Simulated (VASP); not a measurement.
Set up this calculation in VASP 6.6.1, as the native input.

```
Task                   : single point
Functional             : PBE
Dispersion             : D3(BJ)
Potentials or basis    : VASP PAW PBE potentials, release 64 (O, C)
Cutoff                 : 520 eV
k mesh                 : 1 × 1 × 1
Occupations            : fermi-dirac, width 0.05 eV
Spin                   : no spin polarisation
Dipole correction      : no
Further INCAR settings : LREAL = Auto; ALGO = Normal; EDIFF = 1e-07; NBANDS = 54
```

The structure of CO lies in POSCAR:

```
CO
1.0
    7.7417530000      0.0000000000      0.0000000000
    0.0000000000      7.7417530000      0.0000000000
    0.0000000000      0.0000000000      7.7417530000
O C
8 8
Direct
    0.1750637097      0.1148706243      0.2296895806
    0.1366098867      1.0667609778      0.9328765720
    0.7055895480      0.8567568611     -0.0048180302
    0.0836244711      0.5964540589      0.1356281969
    0.6386538036      0.4684727090      0.2288887284
    0.6570863214      0.1035553576      0.5142892056
    0.7874831450      0.6501628249      0.6215129829
    0.2346755315      0.4616525482      0.6883712255
    0.2634545432      0.0349016560      0.3206121404
    0.1025090829      1.0922719958      0.8005551198
    0.7433716886      0.9938188418     -0.0650627836
    0.0148286829      0.7004873444      0.0534891775
    0.5297379030      0.4446667312      0.3144119943
    0.7103817443      0.0505570250      0.3930892654
    0.6429293210      0.6566600614      0.5831108277
    0.1658926602      0.5377851760      0.5868955003
```

These files were run (other wordings do the same):

INCAR

```
SYSTEM = CO
PREC = Accurate ; ENCUT = 520
EDIFF = 1E-7 ; ISMEAR = -1
SIGMA = 0.05 ; LREAL = Auto
LASPH = .True. ; NELM = 60
ALGO = Normal ; ISIF = 2
LWAVE = .False. ; LCHARG = .False.
GGA = PE ; IVDW = 12
NBANDS = 54
```

KPOINTS

```
regular mesh
0
Gamma
  1 1 1
  0 0 0
```

Potentials or basis: VASP PAW PBE potentials, release 64 (O, C).

Launch:

```console
$ cat potpaw_PBE.64/O/POTCAR potpaw_PBE.64/C/POTCAR > POTCAR
$ mpirun -np 1 vasp_gam > vasp.out
```

It gave:

| Quantity | Value |
| --- | --- |
| Pressure | 2.3 GPa |
| Largest force | 9.854 eV/Å |
| Band gap on the k mesh | 5.77 eV |
| Dispersion energy per atom | -0.045 eV |

Caveat: the k points lie up to 0.81 Å⁻¹ apart.

Wall time 44 s on 1 thread of Intel(R) Xeon(R) 6975P-C (Granite Rapids), on a shared host, peak memory 0.41 GiB.
